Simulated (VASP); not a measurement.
# CdS in VASP: settings compared, part 2 of 2

VASP 6.6.1.

## Step 4: Single point, PBE (biaxial xy strain -6.0%)

Contents of INCAR:

```
PREC = Accurate
ENCUT = 520
EDIFF = 1E-6
ISMEAR = -1
SIGMA = 0.02
LREAL = F
LASPH = T
NELM = 100
ALGO = Normal
ISIF = 2
LWAVE = F
LCHARG = F
GGA = PE
NBANDS = 16
```

Contents of KPOINTS:

```
regular mesh
0
Gamma
  8 8 8
```

Contents of POSCAR:

```
CdS
1.0
    0.0000000000      2.5639879845      2.7267765442
    2.5639879845      0.0000000000      2.7267765442
    2.5639879845      2.5639879845      0.0000000000
Cd S
1 1
Direct
    0.0000000000      0.0000000000      0.0000000000
    0.5000000000      0.5000000000      0.5000000000
```

Potentials or basis: VASP PAW PBE potentials, release 64 (Cd, S).

On the command line:

```bash
$ cat potpaw_PBE.64/Cd/POTCAR potpaw_PBE.64/S/POTCAR > POTCAR
$ mpirun -np 1 vasp_std > vasp.out
```

OUTCAR:

```text
PREC = Accurate
   ENCUT = 520
   EDIFF = 1E-6
   ISMEAR = -1
   LREAL = F
   LASPH = T
   NELM = 100
   ISIF = 2
   GGA = PE

 ion  position               nearest neighbor table
   1  0.000  0.000  0.000-   2 2.56   2 2.56   2 2.56   2 2.56   2 2.73   2 2.73
   2  0.500  0.500  0.500-   1 2.56   1 2.56   1 2.56   1 2.56   1 2.73   1 2.73

  LATTYP: Found a body centered tetragonal cell.
 ALAT       =     3.6260265814
 C/A-ratio  =     1.5040025124

  Lattice vectors:
[... 640 lines left out ...]

 [... further k-points ...]

------------------------ aborting loop because EDIFF is reached ----------------------------------------

  FORCE on cell =-STRESS in cart. coord.  units (eV):
  Direction    XX          YY          ZZ          XY          YZ          ZX
  --------------------------------------------------------------------------------------
  -------------------------------------------------------------------------------------
  Total        4.4075243      4.4075243      2.1897696      0.0000000      0.0000000     -0.0000000
  in kB      196.9671411    196.9671411     97.8582577      0.0000000      0.0000000     -0.0000000
  external PRESSURE =     163.9308466 kB  Pullay stress =       0.0000000 kB

 VOLUME and BASIS-vectors are now :
 -----------------------------------------------------------------------------
  energy-cutoff  :      520.00
  volume of cell :       35.85
      direct lattice vectors                 reciprocal lattice vectors
     0.000000000  2.563987985  2.726776544    -0.195008714  0.195008714  0.183366694
     2.563987985  0.000000000  2.726776544     0.195008714 -0.195008714  0.183366694
     2.563987985  2.563987985  0.000000000     0.195008714  0.195008714 -0.183366694

 POSITION                                       TOTAL-FORCE (eV/Angst)
 -----------------------------------------------------------------------------------
      0.00000      0.00000      0.00000         0.000000     -0.000000      0.000000
      2.56399      2.56399      2.72678        -0.000000      0.000000     -0.000000
 -----------------------------------------------------------------------------------
    total drift:                                0.000000      0.000000      0.000000

  FREE ENERGIE OF THE ION-ELECTRON SYSTEM (eV)
  ---------------------------------------------------
  free  energy   TOTEN  =        -5.5832919308 eV

  energy  without entropy=       -5.5829781806  energy(sigma->0) =       -5.58313506
```

OSZICAR:

```text
N       E                     dE             d eps       ncg     rms          rms(c)
DAV:   1     0.109154298579E+03    0.10915E+03   -0.95561E+03  1984   0.109E+03
DAV:   2    -0.249891441653E+01   -0.11165E+03   -0.10504E+03  2296   0.263E+02
DAV:   3    -0.612787828627E+01   -0.36290E+01   -0.36224E+01  2344   0.489E+01
DAV:   4    -0.614304843202E+01   -0.15170E-01   -0.15169E-01  2384   0.323E+00
DAV:   5    -0.614316810724E+01   -0.11968E-03   -0.11967E-03  2304   0.280E-01    0.105E+01
DAV:   6    -0.561333247553E+01    0.52984E+00   -0.77969E-01  2584   0.126E+01    0.831E+00
DAV:   7    -0.558403633724E+01    0.29296E-01   -0.20858E-01  2376   0.335E+00    0.382E+00
DAV:   8    -0.558355732896E+01    0.47901E-03   -0.24860E-02  2200   0.209E+00    0.470E-01
DAV:   9    -0.558327848636E+01    0.27884E-03   -0.25686E-03  2344   0.820E-01    0.690E-02
DAV:  10    -0.558327418773E+01    0.42986E-05   -0.22789E-04  2376   0.200E-01    0.417E-02
DAV:  11    -0.558329011436E+01   -0.15927E-04   -0.33760E-05  2312   0.634E-02    0.164E-02
DAV:  12    -0.558329240102E+01   -0.22867E-05   -0.13957E-05  2288   0.444E-02    0.550E-03
DAV:  13    -0.558329193081E+01    0.47021E-06   -0.21996E-06  2288   0.181E-02
   1 F= -.55832919E+01 E0= -.55831351E+01  d E =-.313750E-03
```

Wall time 27 s (1 thread of Intel Xeon Platinum 8259CL at 2.50GHz (Skylake/Cascade Lake), shared host); peak memory 0.17 GiB.

Results:

```
Free energy            : -5.5833 eV
Pressure               : 16.4 GPa
Band gap on the k mesh : zero (band 9 reaches 4.56 eV, above the bottom of band 10 at 4.45 eV)
```

Levels at points of the mesh, in eV from the Fermi level:
| k point | band 7 | band 8 | band 9 | band 10 | band 11 | band 12 |
| --- | --- | --- | --- | --- | --- | --- |
| (0.00, 0.00, 0.00) | -1.42 | -1.42 | -1.10 | 1.37 | 8.83 | 9.13 |
| (0.50, 0.00, 0.00) | -5.70 | -0.44 | -0.01 | 3.07 | 5.29 | 5.89 |
| (0.50, 0.50, 0.00) | -5.46 | -2.82 | -2.82 | 0.29 | 5.86 | 10.15 |
| (0.50, 0.00, 0.50) | -5.46 | -3.36 | -2.75 | -0.12 | 5.48 | 10.67 |

Caveat: the cell differs from its parent crystal (biaxial xy strain -6.0%).

## Step 5: Overview

| level | cell | gap on the mesh (eV) | pressure (GPa) |
| --- | --- | --- | --- |
| r2SCAN | a = 3.743, b = 3.743, c = 3.626 Å, angles 61.0, 61.0, 57.9°, 2 atoms | 0.34 | 15.2 |
| PBE | a = 4.087 Å, angles 60.0°, 2 atoms | 0.19 | -7.4 |
| PBE | a = 3.743, b = 3.743, c = 3.626 Å, angles 61.0, 61.0, 57.9°, 2 atoms | none | 16.4 |

Alike in all rows: task single point; potentials or basis VASP PAW PBE potentials, release 64 (Cd, S); no spin polarisation; k mesh 8 × 8 × 8; cutoff (eV) 520; smearing fermi-dirac 0.02 eV.

Caveats: the PAW data sets were made with another functional, which shifts forces and pressure a little (some runs).

Absolute energies hang on the potentials; compare differences alone.
